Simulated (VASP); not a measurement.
Here is a VASP 6.6.1 calculation.

File POSCAR:

```
Pd
1.0
    2.7649821671      0.0000000000      0.0000000000
   -1.3824910836      2.3945447978      0.0000000000
    0.0000000000      0.0000000000      4.5978256680
Pd
2
Direct
    0.3333333333      0.6666666667      0.2500000000
    0.6666666667      0.3333333333      0.7500000000
```

File INCAR.step1:

```
SYSTEM = Pd
ALGO = Normal
EDIFF = 1E-4
ENCUT = 520
GGA = PE
ISMEAR = -1
LASPH = .TRUE.
LCHARG = .FALSE.
LREAL = .FALSE.
LWAVE = .TRUE.
NBANDS = 17
NELM = 80
PREC = Accurate
SIGMA = 0.05
```

File INCAR.step2:

```
SYSTEM = Pd
ALGO = Normal
EDIFF = 1E-7
ENCUT = 520
ISIF = 2
ISMEAR = -1
ISTART = 1
LASPH = .TRUE.
LCHARG = .FALSE.
LMIXTAU = .TRUE.
LREAL = .FALSE.
LWAVE = .FALSE.
METAGGA = R2SCAN
NBANDS = 17
NELM = 80
PREC = Accurate
SIGMA = 0.05
```

KPOINTS

```
k-points
0
G
  11 11 6
  0 0 0
```

Potentials or basis: VASP PAW PBE potentials, release 64 (Pd).

Launch:

```sh
$ cat potpaw_PBE.64/Pd/POTCAR > POTCAR
$ cp INCAR.step1 INCAR
$ mpirun -np 1 vasp_std > vasp.out
$ cp INCAR.step2 INCAR
$ mpirun -np 1 vasp_std > vasp.out
```

**Question.** Estimate the band gap on the k mesh.

**Answer.** Zero (band 10 reaches 9.25 eV, above the bottom of band 11 at 8.38 eV).

**Question.** What does it give for the pressure?

**Answer.** -1.9 GPa.

Stress tensor (GPa, compression positive):
```
-2.19  0.00  0.00
 0.00 -2.19  0.00
 0.00  0.00 -1.34
```

Caveat: the PAW data sets were made with another functional, which shifts forces and pressure a little.
